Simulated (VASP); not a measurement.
Here is a VASP 6.6.1 calculation.

Contents of INCAR:

```
SYSTEM = PtS2
  PREC = Accurate
  ENCUT = 520
  EDIFF = 1E-6
  ISMEAR = 0
  SIGMA = 0.01
  LREAL = .False.
  LASPH = .True.
  NELM = 100
  ALGO = Normal
  ISIF = 2
  LWAVE = .False.
  LCHARG = .False.
  GGA = PS
  NBANDS = 18
```

File KPOINTS:

```
regular mesh
0
Gamma
  10 10 6
  0 0 0
```

POSCAR

```
PtS2
1.0
    3.5733777869      0.0000000000      0.0000000000
   -1.7866888934      3.0946359408      0.0000000000
    0.0000000000      0.0000000000      4.7371073000
Pt S
1 2
Direct
    0.0000000000      0.0000000000      0.0000000000
    0.3333333333      0.6666666667      0.2524636773
    0.6666666667      0.3333333333      0.7475363227
```

Potentials or basis: VASP PAW PBE potentials, release 64 (Pt, S).

Run with:

```console
$ cat potpaw_PBE.64/Pt/POTCAR potpaw_PBE.64/S/POTCAR > POTCAR
$ mpirun -np 1 vasp_std > vasp.out
```

**Question.** Predict the band gap on the k mesh.

**Answer.** 0.17 eV (least direct gap 0.90 eV).

**Question.** What does it give for the largest force?

**Answer.** 0.033 eV/Å.

**Question.** Predict the pressure.

**Answer.** -0.3 GPa.

Forces in eV/Å, atoms in the order of the input:
```
Pt   0.000  0.000  0.000
S    0.000  0.000 -0.033
S    0.000  0.000  0.033
```

Caveat: the PAW data sets were made with another functional, which shifts forces and pressure a little; spin-orbit coupling is left out, which moves the levels of the heavy elements. A k mesh can miss the band edges.
